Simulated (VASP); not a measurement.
Al16N16O (a cell with a defect), 33 atoms in the cell. The cell holds a defect, 33 atoms: a = 6.260 Å, b = 6.260 Å, c = 10.035 Å, α = 90.00°, β = 90.00°, γ = 120.00°. 

* Program: VASP 6.6.1
* Task: single point
* Functional: PBE
* Potentials or basis: VASP PAW PBE potentials, release 64 (Al, N, O)
* Cutoff: 520 eV
* k mesh: 1 × 1 × 1
* Occupations: fermi-dirac, width 0.01 eV
* Spin: no spin polarisation
* Dipole correction: no
* Charge: -2
* Further INCAR settings: LREAL = Auto; ALGO = Normal; EDIFF = 1e-06; NBANDS = 89; NELECT = 136.0

Potentials or basis: VASP PAW PBE potentials, release 64 (Al, N, O).

The run is started by

```sh
$ cat potpaw_PBE.64/Al/POTCAR potpaw_PBE.64/N/POTCAR potpaw_PBE.64/O/POTCAR > POTCAR
$ mpirun -np 1 vasp_gam > vasp.out
```

Hardware: 1 thread of Intel Xeon 8259CL, on a shared host.

Q: Estimate the wall time of this run.

A: Wall time 3 min on 1 thread of Intel Xeon 8259CL, with other jobs on the host, peak memory 0.41 GiB. Counts: scf iterations 17, k points 1.
